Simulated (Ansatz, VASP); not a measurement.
Bi: VASP beside Ansatz

File INCAR:

```
PREC = Accurate ; ENCUT = 520
EDIFF = 1E-7 ; ISMEAR = 0
SIGMA = 0.1 ; LREAL = False
LASPH = True ; NELM = 80
ALGO = Normal ; ISIF = 2
LWAVE = False ; LCHARG = False
GGA = PS ; NBANDS = 22
```

Contents of KPOINTS:

```
Automatic mesh
0
Gamma
  9 9 4
```

File POSCAR:

```
Bi
1.0
    4.5390002997      0.0000000000      0.0000000000
   -2.2695001499      3.9308895674      0.0000000000
    0.0000000000      0.0000000000     11.8290000000
Bi
2
Direct
    0.3524129840      0.7048259682      0.2500000000
    0.6666666667      0.3333333333      0.7500000000
```

Input for Ansatz:

```yaml
crystal:
  lattice:
    - [4.5390002997, 0.0, 0.0]
    - [-2.2695001499, 3.9308895674, 0.0]
    - [0.0, 0.0, 11.829]
  atoms:
    - { symbol: Bi, position: [0.352412984, 0.7048259682, 0.25] }
    - { symbol: Bi, position: [0.6666666667, 0.3333333333, 0.75] }
basis:
  ecutwfc: 420
kpoints:
  mp_grid: { grid: [9, 9, 4] }
hamiltonian:
  xc: pbesol
scf:
  occupations: { method: gaussian, width: 0.1 }
output:
  forces: true
  stress: true
  eigenvalues: true
  populations: true
```

Change from the starting cell: one atom moved.

Alike in both runs: task single point; functional PBEsol; k mesh 9 × 9 × 4; occupations gaussian, width 0.1 eV; no spin polarisation.

```csv
,VASP,Ansatz
version,VASP 6.6.1,Ansatz 0.2.0
potentials or method,"VASP PAW PBE potentials, release 64 (Bi_d), cutoff 520 eV","scalar-relativistic, plane waves, PAW"
valence electrons in the cell,30,30
```

Ansatz gave:

* gap on the k mesh at the Fermi level (eV): none
* pressure (GPa): -3.5
* traceless stress, the component that is largest in VASP (GPa): 3.15

Problem. What did VASP give for the same quantities?

Solution. gap on the k mesh at the Fermi level (eV): none; pressure (GPa): -3.6; traceless stress, the component that is largest in VASP (GPa): 3.15.

VASP's potentials were made for PBE, not for PBEsol. A gap of «none» marks a metal or a gap that the smearing closes. With one functional, cell and mesh, what is left measures potentials, basis and numerics.

Neither program's run includes spin-orbit coupling.
